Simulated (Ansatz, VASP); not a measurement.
## Ru in VASP and in Ansatz

Contents of INCAR:

```
SYSTEM = Ru
PREC     = Accurate       ! precision mode
ENCUT    = 520            ! plane-wave cutoff, eV
EDIFF    = 1E-7           ! SCF threshold, eV
ISMEAR   = -1             ! smearing method
SIGMA    = 0.03           ! smearing width, eV
LREAL    = .FALSE.        ! projectors in reciprocal space
LASPH    = .TRUE.         ! aspherical terms in the spheres
NELM     = 100            ! most SCF steps
ALGO     = Normal         ! electronic algorithm
ISIF     = 2              ! what is computed and relaxed
LWAVE    = .FALSE.        ! write WAVECAR
LCHARG   = .FALSE.        ! write CHGCAR
GGA      = PE             ! functional
NBANDS   = 21             ! bands
```

File KPOINTS:

```
regular mesh
0
G
  14 14 8
  0 0 0
```

The input POSCAR:

```
Ru
1.0
    2.7588676960      0.0000000000      0.0000000000
   -1.3794338480      2.3892495105      0.0000000000
    0.0000000000      0.0000000000      4.3658801443
Ru
2
Direct
    0.3333333333      0.6666666667      0.2500000000
    0.6666666667      0.3333333333      0.7500000000
```

Input for Ansatz:

```yaml
crystal:
  lattice:
    - [2.758867696, 0.0, 0.0]
    - [-1.379433848, 2.3892495105, 0.0]
    - [0.0, 0.0, 4.3658801443]
  atoms:
    - { symbol: Ru, position: [0.3333333333, 0.6666666667, 0.25] }
    - { symbol: Ru, position: [0.6666666667, 0.3333333333, 0.75] }
kpoints:
  mp_grid: { grid: [14, 14, 8] }
scf:
  occupations: { method: fermi_dirac, width: 0.03 }
hamiltonian:
  xc: pbe
  pseudopotentials: { kind: all_electron, lapw: { basis_error: 0.0005 } }
output:
  forces: true
  stress: true
  eigenvalues: true
```

Change from the starting cell: volume scaled by 1.06.

Alike in both runs: task single point; functional PBE; k mesh 14 × 14 × 8; occupations fermi-dirac, width 0.03 eV; no spin polarisation.

|  | VASP | Ansatz |
| --- | --- | --- |
| version | VASP 6.6.1 | Ansatz 0.2.0 |
| potentials or method | VASP PAW PBE potentials, release 64 (Ru_pv), cutoff 520 eV | all-electron LAPW, scalar-relativistic |

|  | VASP | Ansatz | Ansatz less VASP |
| --- | --- | --- | --- |
| pressure (GPa) | -12.5 | -12.4 | +0.06 |
| traceless stress, the component that is largest in VASP (GPa) | -1.61 | -1.63 | -0.022 |

Ansatz ran all-electron here, and VASP with PAW potentials.
